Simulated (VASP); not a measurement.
Sb: single point with PBE

The system is Sb.

```xyz
2
Lattice="3.4563 0.0000 0.0000 -1.7281 2.9932 0.0000 0.0000 0.0000 5.7233" Properties=species:S:1:pos:R:3 pbc="T T T"
Sb    0.0000    1.9955    1.4308
Sb    1.7281    0.9977    4.2925
```

This cell differs from its parent crystal: volume scaled by 1.08.

```yaml
Program: VASP 6.6.1
Task: single point
Functional: PBE
Potentials_or_basis: VASP PAW PBE potentials, release 64 (Sb)
Cutoff: 520 eV
k_mesh: 12 × 12 × 7
Occupations: fermi-dirac, width 0.1 eV
Spin: no spin polarisation
Dipole_correction: no
Further_INCAR_settings: ALGO = Normal; EDIFF = 1e-07; NBANDS = 12
```

* Pressure: -3.8 GPa
* Band gap on the k mesh: zero (band 5 reaches 11.14 eV, above the bottom of band 6 at 4.78 eV)

Stress tensor (GPa, compression positive):
```
-3.97  0.00  0.00
 0.00 -3.97  0.00
 0.00  0.00 -3.41
```

Levels at points of the mesh, in eV from the Fermi level:
```tsv
k point	band 2	band 3	band 4	band 5	band 6	band 7	band 8	band 9
(0.00, 0.00, 0.00)	-9.10	-5.26	3.28	3.28	4.52	4.65	4.65	7.41
(0.50, 0.00, 0.00)	-7.92	-4.17	-2.93	-2.00	0.00	0.45	3.18	4.53
```

Run time: 45 s on 1 thread of Intel(R) Xeon(R) Platinum 8259CL CPU @ 2.50GHz (Skylake/Cascade Lake), on a shared host, peak memory 0.2 GiB.

Caveat: spin-orbit coupling is left out, which moves the levels of the heavy elements.
